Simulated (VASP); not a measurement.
# Se: single point with PBE

Se:

```
Se
1.0
     3.93191    0.00000    0.00000
    -1.96595    3.40513    0.00000
     0.00000    0.00000    2.32532
Se
3
Direct
  0.00000 0.00000 0.00000
  0.33333 0.66667 0.50000
  0.66667 0.33333 0.50000
```

- Program: VASP 6.6.1
- Task: single point
- Functional: PBE
- Potentials or basis: VASP PAW PBE potentials, release 64 (Se)
- Cutoff: 520 eV
- k mesh: 9 × 9 × 13
- Occupations: fermi-dirac, width 0.1 eV
- Spin: no spin polarisation
- Dipole correction: no
- Further INCAR settings: ALGO = Normal; EDIFF = 1e-07; NBANDS = 16

```json
{
 "Pressure": "223.3 GPa",
 "Band gap on the k mesh": "zero (band 9 reaches 24.32 eV, above the bottom of band 10 at 11.76 eV)"
}
```

Levels at points of the mesh, in eV from the Fermi level:
| k point | band 5 | band 6 | band 7 | band 8 | band 9 | band 10 | band 11 | band 12 | band 13 | band 14 |
| --- | --- | --- | --- | --- | --- | --- | --- | --- | --- | --- |
| (0.00, 0.00, 0.00) | -11.38 | -10.85 | -10.85 | 0.51 | 5.55 | 7.97 | 7.97 | 9.00 | 9.27 | 14.11 |

Wall time 28 s on 1 thread of Intel(R) Xeon(R) 6975P-C (Granite Rapids), with other jobs on the host, peak memory 0.15 GiB.
